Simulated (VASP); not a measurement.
# Ta: relaxation of cell and atoms with PBEsol

Crystal: Ta.

```
Ta
1.0
    -1.65493    1.65493    1.65493
     1.65493   -1.65493    1.65493
     1.65493    1.65493   -1.65493
Ta
1
Cartesian
  0.0000 0.0000 0.0000
```

| Quantity | Value |
| --- | --- |
| Program | VASP 6.6.1 |
| Task | relaxation of cell and atoms |
| Functional | PBEsol |
| Potentials or basis | VASP PAW PBE potentials, release 64 (Ta_pv) |
| Cutoff | 600 eV |
| k mesh | 18 × 18 × 18 |
| Occupations | gaussian, width 0.1 eV |
| Spin | no spin polarisation |
| Dipole correction | no |
| Further INCAR settings | ALGO = Normal; EDIFF = 1e-06; IBRION = 2; EDIFFG = -0.002; NSW = 100; ISIF = 3 |

```json
{
 "Relaxed volume": "17.67 Å³/atom",
 "Relaxed cell": "a = 2.842 Å, b = 2.842 Å, c = 2.842 Å, α = 109.47°, β = 109.47°, γ = 109.47°",
 "Space group after relaxing (to 0.05 Å)": "Im-3m (No. 229)",
 "Energy gained by relaxing": "7.5 meV/atom",
 "Ionic steps": "4",
 "Pressure after relaxing": "0.0 GPa"
}
```

The path:
```csv
step,energy change (eV),largest force (eV/Å),pressure (GPa),volume (Å³)
1,0.0000,0.0000,-5.09,18.13
2,0.0339,0.0000,13.88,16.66
3,-0.0075,0.0000,-0.09,17.68
4,-0.0075,0.0000,0.01,17.67
```

Final structure:
```
Ta
1.0
    -1.64076    1.64076    1.64076
     1.64076   -1.64076    1.64076
     1.64076    1.64076   -1.64076
Ta
1
Direct
  0.00000 0.00000 0.00000
```

Levels at points of the mesh, in eV from the Fermi level:
| k point | band 2 | band 3 | band 4 | band 5 | band 6 | band 7 | band 8 | band 9 |
| --- | --- | --- | --- | --- | --- | --- | --- | --- |
| (0.00, 0.00, 0.00) | -32.95 | -32.95 | -8.01 | 0.71 | 0.71 | 0.71 | 4.05 | 4.05 |
| (0.50, 0.00, 0.00) | -33.36 | -32.96 | -4.49 | -1.62 | 1.69 | 3.94 | 5.00 | 7.99 |
| (0.50, 0.50, 0.50) | -33.83 | -33.83 | -3.94 | -3.94 | 6.99 | 6.99 | 6.99 | 8.83 |

Run time: 21 s on 1 thread of Intel(R) Xeon(R) 6975P-C (Granite Rapids), with other jobs on the host, peak memory 0.18 GiB.

Caveat: the PAW data sets were made with another functional, which shifts forces and pressure a little; spin-orbit coupling is left out, which moves the levels of the heavy elements.
